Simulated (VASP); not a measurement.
# BAs (F-43m) in VASP: a series of runs

Runs on BAs. Level: PBE. Tasks: single point.

Program: VASP 6.6.1. These are calculated values, not measurements. Logs are shortened: lines on timing, memory, paths and dates and some standing lists are left out, and cuts for length are marked.

## (1) The cell of the first run

The structure is cubic, space group F-43m (No. 216). Conventional cell: a = 4.777 Å, b = 4.777 Å, c = 4.777 Å, α = 90.00°, β = 90.00°, γ = 90.00°. Within 2.7 Å of B (site symmetry -43m) lie 4 As at 2.07 Å. Within 2.7 Å of As (site symmetry -43m) lie 4 B at 2.07 Å.

## (2) Single point, PBE (13.63 Å³/atom)

Contents of INCAR:

```
PREC = Accurate
ENCUT = 520
EDIFF = 1E-6
ISMEAR = 0
SIGMA = 0.01
LREAL = F
LASPH = T
NELM = 100
ALGO = Normal
ISIF = 2
LWAVE = F
LCHARG = T
GGA = PE
LELF = T
LVHAR = T
NBANDS = 11
```

Contents of KPOINTS:

```
Automatic mesh
0
Gamma
  10 10 10
```

Contents of POSCAR:

```
BAs
1.0
    0.0000000000      2.3885052646      2.3885052646
    2.3885052646      0.0000000000      2.3885052646
    2.3885052646      2.3885052646      0.0000000000
B As
1 1
Direct
    0.0000000000      0.0000000000      0.0000000000
    0.7500000000      0.7500000000      0.7500000000
```

Potentials or basis: VASP PAW PBE potentials, release 64 (B, As).

The run is started by

```console
> cat potpaw_PBE.64/B/POTCAR potpaw_PBE.64/As/POTCAR > POTCAR
> mpirun -np 1 vasp_std > vasp.out
```

OUTCAR:

```text
PREC = Accurate
   ENCUT = 520
   EDIFF = 1E-6
   ISMEAR = 0
   LREAL = F
   LASPH = T
   NELM = 100
   ISIF = 2
   GGA = PE

 ion  position               nearest neighbor table
   1  0.000  0.000  0.000-   2 2.07   2 2.07   2 2.07   2 2.07
   2  0.750  0.750  0.750-   1 2.07   1 2.07   1 2.07   1 2.07

  LATTYP: Found a face centered cubic cell.
 ALAT       =     4.7770105292

  Lattice vectors:

 A1 = (   0.0000000000,   2.3885052646,   2.3885052646)
 A2 = (   2.3885052646,   0.0000000000,   2.3885052646)
 A3 = (   2.3885052646,   2.3885052646,   0.0000000000)

Analysis of symmetry for initial positions (statically):
=====================================================================
 Subroutine PRICEL returns:
 Original cell was already a primitive cell.

 Routine SETGRP: Setting up the symmetry group for a
 face centered cubic supercell.

 Subroutine GETGRP returns: Found 24 space group operations
 (whereof 24 operations were pure point group operations)
 out of a pool of 48 trial point group operations.

The static configuration has the point symmetry T_d .

Analysis of symmetry for dynamics (positions and initial velocities):
=====================================================================
 Subroutine PRICEL returns:
 Original cell was already a primitive cell.

 Routine SETGRP: Setting up the symmetry group for a
 face centered cubic supercell.

 Subroutine GETGRP returns: Found 24 space group operations
 (whereof 24 operations were pure point group operations)
 out of a pool of 48 trial point group operations.

The dynamic configuration has the point symmetry T_d .

 Subroutine INISYM returns: Found 24 space group operations
 (whereof 24 operations are pure point group operations),
 and found     1 'primitive' translations

----------------------------------------------------------------------------------------

                                     Primitive cell

  volume of cell :      27.2526

  direct lattice vectors                    reciprocal lattice vectors
     0.000000000  2.388505265  2.388505265    -0.209335942  0.209335942  0.209335942
     2.388505265  0.000000000  2.388505265     0.209335942 -0.209335942  0.209335942
     2.388505265  2.388505265  0.000000000     0.209335942  0.209335942 -0.209335942

  length of vectors
     3.377856539  3.377856539  3.377856539     0.362580488  0.362580488  0.362580488

  position of ions in fractional coordinates (direct lattice)
     0.000000000  0.000000000  0.000000000
     0.750000000  0.750000000  0.750000000

  ion indices of the primitive-cell ions
   primitive index   ion index
                 1           1
                 2           2

----------------------------------------------------------------------------------------

 KPOINTS: Automatic mesh

Automatic generation of k-mesh.
 Grid dimensions read from file:
 generate k-points for:   10   10   10

 Generating k-lattice:

  Cartesian coordinates                     Fractional coordinates (reciprocal lattice)
    -0.020933594  0.020933594  0.020933594     0.100000000  0.000000000  0.000000000
     0.020933594 -0.020933594  0.020933594     0.000000000  0.100000000  0.000000000
     0.020933594  0.020933594 -0.020933594     0.000000000  0.000000000  0.100000000

  Length of vectors
     0.036258049  0.036258049  0.036258049

  Shift w.r.t. Gamma in fractional coordinates (k-lattice)
     0.000000000  0.000000000  0.000000000

 Subroutine IBZKPT returns following result:
 ===========================================

 Found     47 irreducible k-points:

 Following reciprocal coordinates:
            Coordinates               Weight
  0.000000  0.000000  0.000000      1.000000
  0.100000  0.000000  0.000000      8.000000
  0.200000  0.000000  0.000000      8.000000
  0.300000  0.000000  0.000000      8.000000
  0.400000  0.000000  0.000000      8.000000
  0.500000  0.000000  0.000000      4.000000
[... 16 lines left out ...]
  0.300000  0.300000  0.000000      6.000000
  0.400000  0.300000  0.000000     24.000000
 [... further k-points ...]
   k-points           NKPTS =     47   k-points in BZ     NKDIM =     47   number of bands    NBANDS=     11
   number of dos      NEDOS =    301   number of ions     NIONS =      2
   total plane-waves  NPLWV =  21952
   dimension x,y,z NGX =    28 NGY =   28 NGZ =   28
   dimension x,y,z NGXF=    56 NGYF=   56 NGZF=   56
   ions per type =               1   1
   NGX,Y,Z   is equivalent  to a cutoff of  13.78, 13.78, 13.78 a.u.
   NGXF,Y,Z  is equivalent  to a cutoff of  27.56, 27.56, 27.56 a.u.
 SYSTEM =  unknown system
   PREC   = accura    normal or accurate (medium, high low for compatibility)
   ISTART =      0    job   : 0-new  1-cont  2-samecut
   ICHARG =      2    charge: 1-file 2-atom 10-const
   ISPIN  =      1    spin polarized calculation?
   LNONCOLLINEAR =      F non collinear calculations
   LSORBIT =      F    spin-orbit coupling
   LASPH  =      T    aspherical Exc in radial PAW
   ENCUT  =  520.0 eV  38.22 Ry    6.18 a.u.   6.28  6.28  6.28*2*pi/ulx,y,z
   NELM   =    100;   NELMIN=  2; NELMDL= -5     # of ELM steps
   EDIFF  = 0.1E-05   stopping-criterion for ELM
   LREAL  =      F    real-space projection
   EDIFFG = 0.1E-04   stopping-criterion for IOM
   NSW    =      0    number of steps for IOM
   IBRION =     -1    ionic relax: 0-MD 1-quasi-New 2-CG
   NFREE  =      0    steps in history (QN), initial steepest desc. (CG)
   ISIF   =      2    stress and relaxation
   ISYM   =      2    0-nonsym 1-usesym 2-fastsym
   POTIM  = 0.5000    time-step for ionic-motion
   TEBEG  =    0.0;   TEEND  =   0.0 temperature during run
   PSTRESS=    0.0 pullay stress
   NELECT =       8.0000    total number of electrons
   NUPDOWN=      -1.0000    fix difference up-down
   EMIN   =  10.00;   EMAX   =-10.00  energy-range for DOS
   EFERMI =   0.00;   METHOD = LEGACY
   ISMEAR =     0;   SIGMA  =   0.01  broadening in eV -4-tet -1-fermi 0-gaus
   EFERMI_NEDOS =   21; number of points for ismear=-14 and -15
   IALGO  =     38    algorithm
   IMIX   =      4    mixing-type and parameters
     AMIX     =   0.40;   BMIX     =  1.00
     AMIX_MAG =   1.60;   BMIX_MAG =  1.00
  volume/ion in A,a.u.               =      13.63        91.95
  Fermi-wavevector in a.u.,A,eV,Ry     =   1.088016  2.056052 16.106289  1.183779
  Thomas-Fermi vector in A             =   2.224188
   LORBIT       =      0    0 simple, 1 ext, 2 COOP (PROOUT), +10 PAW based schemes
   GGA     = PE    functional components
   LHFCALC =     F    Hartree Fock is set to
   AEXX    =    0.0000 exact exchange contribution
   IVDW    =     0    specifies the selected vdW correction
   LEPSILON=     F    determine dielectric tensor
   LRPA    =     F    only Hartree local field effects (RPA)
 non-spin polarized calculation
 Gauss-broadening in eV      SIGMA  =   0.01
  energy-cutoff  :      520.00
  volume of cell :       27.25
 maximum number of plane-waves:       754
 NGX is ok and might be reduce to    28
   NGX = 13   NGY = 13   NGZ = 13

 number of electron       8.0000000 magnetization

 Free energy of the ion-electron system (eV)
  ---------------------------------------------------
  ext. energy  EPLUGINS =         0.00000000
  ---------------------------------------------------
  free energy    TOTEN  =       -11.40640662 eV

  energy without entropy =      -11.40640662  energy(sigma->0) =      -11.40640662

 E-fermi :   6.2385     XC(G=0): -10.5842

 val. band max:        6.1262574193   @ k =   0.0000   0.0000   0.0000
 cond. band min:       7.3016958600   @ k =   0.4000   0.4000   0.0000
 fundamental gap:      1.1754384407
 Fermi energy:         6.2384538056

 k-point     1 :       0.0000    0.0000    0.0000
  band No.  band energies     occupation
      1      -9.2749      2.00000
      2       6.1263      2.00000
      3       6.1263      2.00000
      4       6.1263      2.00000
      5       9.4027      0.00000
      6       9.4027      0.00000
      7       9.4027      0.00000
      8      10.8130      0.00000
      9      15.7089      0.00000
     10      19.0767      0.00000
     11      19.0767      0.00000

 k-point     2 :       0.1000    0.0000    0.0000
  band No.  band energies     occupation
      1      -9.1107      2.00000
      2       4.7309      2.00000
      3       5.8246      2.00000
      4       5.8246      2.00000
      5       9.5501      0.00000
      6       9.8000      0.00000
      7       9.8000      0.00000
      8      11.6848      0.00000
      9      16.3541      0.00000
     10      18.0092      0.00000
     11      18.0092      0.00000

 k-point     3 :       0.2000    0.0000    0.0000
  band No.  band energies     occupation
      1      -8.6264      2.00000
      2       2.3655      2.00000
      3       5.2499      2.00000
      4       5.2499      2.00000
      5       9.3350      0.00000
      6      10.5170      0.00000
      7      10.5170      0.00000
      8      13.3081      0.00000
      9      17.2897      0.00000
     10      17.2897      0.00000
     11      17.3526      0.00000

 k-point     4 :       0.3000    0.0000    0.0000
  band No.  band energies     occupation
      1      -7.8584      2.00000
      2       0.0737      2.00000
      3       4.7417      2.00000
      4       4.7417      2.00000
      5       9.0630      0.00000
      6      10.9191      0.00000
      7      10.9191      0.00000
      8      14.5733      0.00000
      9      17.4743      0.00000
     10      17.7371      0.00000
     11      17.7371      0.00000
[... 239 lines left out ...]
 k-point    22 :      -0.2000    0.2000    0.0000
  band No.  band energies     occupation
      1      -7.5949      2.00000
      2       0.6556      2.00000
      3       2.0530      2.00000
      4       4.8330      2.00000
      5      10.0596      0.00000
      6      11.2440      0.00000
      7      12.1364      0.00000
      8      13.1323      0.00000
      9      16.0105      0.00000
     10      18.7523      0.00000
     11      20.3075      0.00000

 k-point    23 :       0.3000    0.3000    0.0000
  band No.  band energies     occupation
      1      -7.3589      2.00000
      2       0.9138      2.00000
      3       2.9369      2.00000
      4       2.9369      2.00000
      5       7.5220      0.00000
      6       9.7836      0.00000
      7      14.5795      0.00000
      8      14.5795      0.00000
      9      17.1249      0.00000
     10      21.1914      0.00000
     11      21.2233      0.00000

 k-point    24 :       0.4000    0.3000    0.0000
  band No.  band energies     occupation
      1      -6.6308      2.00000
      2      -0.3314      2.00000
      3       2.1498      2.00000
      4       2.6400      2.00000
      5       7.8224      0.00000
      6       9.5220      0.00000
      7      14.9619      0.00000
      8      15.1947      0.00000
      9      18.1794      0.00000
     10      21.9432      0.00000
     11      21.9977      0.00000

 [... further k-points ...]
[... 5 lines left out ...]
  --------------------------------------------------------------------------------------
  -------------------------------------------------------------------------------------
  Total        0.5823140      0.5823140      0.5823140     -0.0000000     -0.0000000     -0.0000000
  in kB       34.2341249     34.2341249     34.2341249     -0.0000000     -0.0000000     -0.0000000
  external PRESSURE =      34.2341249 kB  Pullay stress =       0.0000000 kB

 VOLUME and BASIS-vectors are now :
 -----------------------------------------------------------------------------
  energy-cutoff  :      520.00
  volume of cell :       27.25
      direct lattice vectors                 reciprocal lattice vectors
     0.000000000  2.388505265  2.388505265    -0.209335942  0.209335942  0.209335942
     2.388505265  0.000000000  2.388505265     0.209335942 -0.209335942  0.209335942
     2.388505265  2.388505265  0.000000000     0.209335942  0.209335942 -0.209335942

 POSITION                                       TOTAL-FORCE (eV/Angst)
 -----------------------------------------------------------------------------------
      0.00000      0.00000      0.00000         0.000000      0.000000      0.000000
      3.58276      3.58276      3.58276        -0.000000     -0.000000     -0.000000
 -----------------------------------------------------------------------------------
    total drift:                                0.000000      0.000000      0.000000

  FREE ENERGIE OF THE ION-ELECTRON SYSTEM (eV)
  ---------------------------------------------------
  free  energy   TOTEN  =       -11.4064066191 eV

  energy  without entropy=      -11.4064066191  energy(sigma->0) =      -11.40640662
```

Wall time 24 s (1 thread of Intel Xeon 8259CL, shared host); peak memory 0.16 GiB.

Results:

```yaml
Free_energy: -11.4064 eV
Pressure: 3.4 GPa
Band_gap_on_the_k_mesh: 1.18 eV (least direct gap 3.28 eV)
```

Caveat: the cell stands under pressure. A k mesh can miss the band edges.

## (3) Single point, PBE (14.18 Å³/atom)

This run uses another cell than the first one, of 14.18 Å³/atom.

Contents of INCAR:

```
SYSTEM = BAs
  ALGO = Normal
  EDIFF = 1E-6
  ENCUT = 520
  GGA = PE
  ISIF = 2
  ISMEAR = 0
  LASPH = .True.
  LCHARG = .True.
  LELF = .True.
  LREAL = .False.
  LVHAR = .True.
  LWAVE = .False.
  NBANDS = 11
  NELM = 100
  PREC = Accurate
  SIGMA = 0.01
```

Contents of KPOINTS:

```
k-points
0
Gamma
  10 10 10
  0 0 0
```

Contents of POSCAR:

```
BAs
1.0
    0.0000000000      2.4205695641      2.4205695641
    2.4205695641      0.0000000000      2.4205695641
    2.4205695641      2.4205695641      0.0000000000
B As
1 1
Direct
    0.0000000000      0.0000000000      0.0000000000
    0.7500000000      0.7500000000      0.7500000000
```

Potentials or basis: VASP PAW PBE potentials, release 64 (B, As).

The run is started by

```console
> cat potpaw_PBE.64/B/POTCAR potpaw_PBE.64/As/POTCAR > POTCAR
> mpirun -np 1 vasp_std > vasp.out
```

Run time: 24 s. Hardware: 1 thread of Intel Xeon 8259CL, shared host; peak memory 0.16 GiB.

It converged, with:

- Free energy: -11.4111 eV
- Pressure: -2.0 GPa
- Band gap on the k mesh: 1.22 eV (least direct gap 3.23 eV)

Levels at points of the mesh, in eV from the valence-band top:
```
           k point  band 1  band 2  band 3  band 4  band 5  band 6  band 7  band 8
(0.00, 0.00, 0.00)  -15.04    0.00    0.00    0.00    3.23    3.23    3.23    4.18
(0.50, 0.00, 0.00)  -12.31   -8.50   -1.75   -1.75    2.46    4.73    4.73    8.78
(0.50, 0.50, 0.00)  -11.06   -8.31   -3.92   -3.92    1.48    1.48   10.99   10.99
```

A k mesh can miss the band edges.

## (4) Single point, PBE

This run uses another cell than the first one, of 13.90 Å³/atom.

Contents of INCAR:

```
ALGO     = Normal         # electronic algorithm
EDIFF    = 1E-6           # SCF threshold, eV
ENCUT    = 520            # plane-wave cutoff, eV
GGA      = PE             # functional
ISIF     = 2              # what is computed and relaxed
ISMEAR   = 0              # smearing method
LASPH    = T              # aspherical terms in the spheres
LCHARG   = T              # write CHGCAR
LELF     = T              # ELF
LREAL    = F              # projectors in reciprocal space
LVHAR    = T            
LWAVE    = F              # write WAVECAR
NBANDS   = 11             # bands
NELM     = 60             # most SCF steps
PREC     = Accurate       # precision mode
SIGMA    = 0.02           # smearing width, eV
```

Contents of KPOINTS:

```
k-points
0
Gamma
  10 10 10
```

Contents of POSCAR:

```
BAs
1.0
    0.0000000000      2.4046443033      2.4046443033
    2.4046443033      0.0000000000      2.4046443033
    2.4046443033      2.4046443033      0.0000000000
B As
1 1
Direct
    0.0000000000      0.0000000000      0.0000000000
    0.7500000000      0.7500000000      0.7500000000
```

The run is started by

```console
> cat potpaw_PBE.64/B/POTCAR potpaw_PBE.64/As/POTCAR > POTCAR
> mpirun -np 1 vasp_std > vasp.out
```

Run time: 27 s. Hardware: 1 thread of Intel Xeon 8259CL, shared host; peak memory 0.16 GiB.

Results (log left out):

| Item | Value |
| --- | --- |
| Free energy | -11.4134 eV |
| Pressure | 0.6 GPa |
| Band gap on the k mesh | 1.20 eV (least direct gap 3.25 eV) |

Levels at points of the mesh, in eV from the valence-band top:
```
           k point  band 1  band 2  band 3  band 4  band 5  band 6  band 7  band 8  band 9
(0.00, 0.00, 0.00)  -15.22    0.00    0.00    0.00    3.25    3.25    3.25    4.43    9.49
(0.50, 0.00, 0.00)  -12.42   -8.64   -1.79   -1.79    2.57    4.76    4.76    8.82   12.57
(0.50, 0.50, 0.00)  -11.13   -8.42   -4.00   -4.00    1.45    1.46   11.17   11.17   12.68
```

A k mesh can miss the band edges.

## (5) Single point, PBE

This run uses another cell than the first one, of 13.90 Å³/atom.

Contents of INCAR:

```
SYSTEM = BAs
ALGO = Normal
EDIFF = 1E-6
ENCUT = 500
GGA = PE
GGA_COMPAT = .False.
ISIF = 2
ISMEAR = 0
LASPH = .True.
LCHARG = .False.
LREAL = .False.
LWAVE = .False.
NBANDS = 11
NELM = 120
PREC = Accurate
SIGMA = 0.01
```

Contents of KPOINTS:

```
k-points
0
Gamma
  10 10 10
  0 0 0
```

Contents of POSCAR:

```
BAs
1.0
    0.0000000000      2.4046443036      2.4046443036
    2.4046443036      0.0000000000      2.4046443036
    2.4046443036      2.4046443036      0.0000000000
B As
1 1
Direct
    0.0000000000      0.0000000000      0.0000000000
    0.7500000000      0.7500000000      0.7500000000
```

The run is started by

```console
> cat potpaw_PBE.64/B/POTCAR potpaw_PBE.64/As/POTCAR > POTCAR
> mpirun -np 1 vasp_std > vasp.out
```

Run time: 11 s. Hardware: 1 thread of Intel Xeon Platinum 8488C (Sapphire Rapids), shared host; peak memory 0.16 GiB.

Results (log left out):

* Free energy: -11.4132 eV
* Pressure: 0.6 GPa
* Band gap on the k mesh: 1.20 eV (least direct gap 3.25 eV)

Levels at points of the mesh, in eV from the valence-band top:
| k point | band 1 | band 2 | band 3 | band 4 | band 5 | band 6 | band 7 | band 8 |
| --- | --- | --- | --- | --- | --- | --- | --- | --- |
| (0.00, 0.00, 0.00) | -15.22 | 0.00 | 0.00 | 0.00 | 3.25 | 3.25 | 3.25 | 4.43 |
| (0.50, 0.00, 0.00) | -12.42 | -8.64 | -1.79 | -1.79 | 2.57 | 4.76 | 4.76 | 8.82 |
| (0.50, 0.50, 0.00) | -11.13 | -8.42 | -4.00 | -4.00 | 1.45 | 1.46 | 11.17 | 11.17 |

A k mesh can miss the band edges. PBE gaps usually lie below the measured ones, often by a third to a half.

[end of part 1 of 2]
